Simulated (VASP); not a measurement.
Input of a VASP 6.6.1 run:

Contents of INCAR:

```
  PREC = Accurate
  ENCUT = 520
  EDIFF = 1E-6
  ISMEAR = 0
  SIGMA = 0.03
  LREAL = F
  LASPH = T
  NELM = 100
  ALGO = Normal
  ISIF = 2
  LWAVE = F
  LCHARG = F
  NBANDS = 26
```

File KPOINTS:

```
regular mesh
0
Gamma
  10 10 10
```

Contents of POSCAR:

```
AgCl
1.0
    1.9236389033     -5.7132007751      0.0000000000
    1.9236389033      5.7132007751      0.0000000000
    0.0000000000      0.0000000000      3.7118608241
Ag Cl
2 2
Direct
    0.3965554000      0.6034446000      0.7500000000
    0.6034446000      0.3965554000      0.2500000000
    0.8654487300      0.1345512700      0.2500000000
    0.1345512700      0.8654487300      0.7500000000
```

Potentials or basis: VASP PAW LDA potentials, release 64 (Ag, Cl).

Run with:

```bash
$ cat potpaw_LDA.64/Ag/POTCAR potpaw_LDA.64/Cl/POTCAR > POTCAR
$ mpirun -np 1 vasp_std > vasp.out
```

Question: What does it give for the pressure?

Answer: -5.4 GPa.

Question: What does it give for the largest force?

Answer: 0.033 eV/Å.

Question: Estimate the band gap on the k mesh.

Answer: 0.20 eV (least direct gap 1.91 eV).

Forces in eV/Å, atoms in the order of the input:
```
Ag   0.000 -0.033  0.000
Ag   0.000  0.033  0.000
Cl   0.000 -0.012  0.000
Cl   0.000  0.012  0.000
```

Caveat: the cell stands under tension; semilocal functionals underestimate gaps, and a narrow one can read as zero. A k mesh can miss the band edges.
